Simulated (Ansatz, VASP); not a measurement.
# One calculation of CuO, two programs

The input INCAR:

```
PREC     = Accurate       # precision mode
ENCUT    = 520            # plane-wave cutoff, eV
EDIFF    = 1E-6           # SCF threshold, eV
ISMEAR   = -1             # smearing method
SIGMA    = 0.05           # smearing width, eV
LREAL    = False          # projectors in reciprocal space
LASPH    = True           # aspherical terms in the spheres
NELM     = 100            # most SCF steps
ALGO     = Normal         # electronic algorithm
ISIF     = 2              # what is computed and relaxed
LWAVE    = False          # write WAVECAR
LCHARG   = True           # write CHGCAR
GGA      = RP             # functional
LELF     = True           # ELF
LVHAR    = True         
NBANDS   = 25             # bands
```

File KPOINTS:

```
Automatic mesh
0
Gamma
  5 5 3
```

The input POSCAR:

```
CuO
1.0
    1.9909680000     -2.1535500000      0.0000000000
    1.9909680000      2.1535500000      0.0000000000
    0.0000000000      0.0000000000      5.1559280000
Cu O
2 2
Direct
    0.5000000000      0.0000000000      0.0000000000
    0.0000000000      0.5000000000      0.5000000000
    0.5000000000      0.5000000000      0.2500000000
    0.5000000000      0.5000000000      0.7500000000
```

File input.yaml:

```yaml
crystal:
  lattice:
    - [1.990968, -2.15355, 0.0]
    - [1.990968, 2.15355, 0.0]
    - [0.0, 0.0, 5.155928]
  atoms:
    - { symbol: Cu, position: [0.5, 0.0, 0.0] }
    - { symbol: Cu, position: [0.0, 0.5, 0.5] }
    - { symbol: O, position: [0.5, 0.5, 0.25] }
    - { symbol: O, position: [0.5, 0.5, 0.75] }
hamiltonian:
  xc: rpbe
  pseudopotentials: { kind: paw }
kpoints:
  mp_grid: { grid: [5, 5, 3] }
scf:
  occupations: { method: fermi_dirac, width: 0.05 }
  n_extra_bands: 10
output:
  forces: true
  stress: true
  eigenvalues: true
  dos: { projected: true, de: 0.05, nscf_kmesh: { grid: [8, 8, 5] } }
```

Alike in both runs: functional RPBE; k mesh 5 × 5 × 3; occupations fermi-dirac, width 0.05 eV; no spin polarisation.

|  | VASP | Ansatz |
| --- | --- | --- |
| version | VASP 6.6.1 | Ansatz 0.2.0 |
| potentials or method | VASP PAW PBE potentials, release 64 (Cu, O) | Ansatz PAW |
| plane-wave cutoff (eV) | 520 | 420 |
| valence electrons in the cell | 34 | 50 |
| task | single point | projected density of states |

```csv
,VASP,Ansatz,Ansatz less VASP
gap on the k mesh at the Fermi level (eV),none,none,-
pressure (GPa),7.1,6.3,-0.74
"traceless stress, the component that is largest in VASP (GPa)",1.32,1.03,-0.293
```

VASP's potentials were made for PBE, not for RPBE. A gap of «none» marks a metal or a gap that the smearing closes. VASP's potentials hold 34 valence electrons a cell and Ansatz's 50, so a difference there can come from the potentials and not from the codes.

The k mesh is coarse, so the values compare programs but aren't converged.
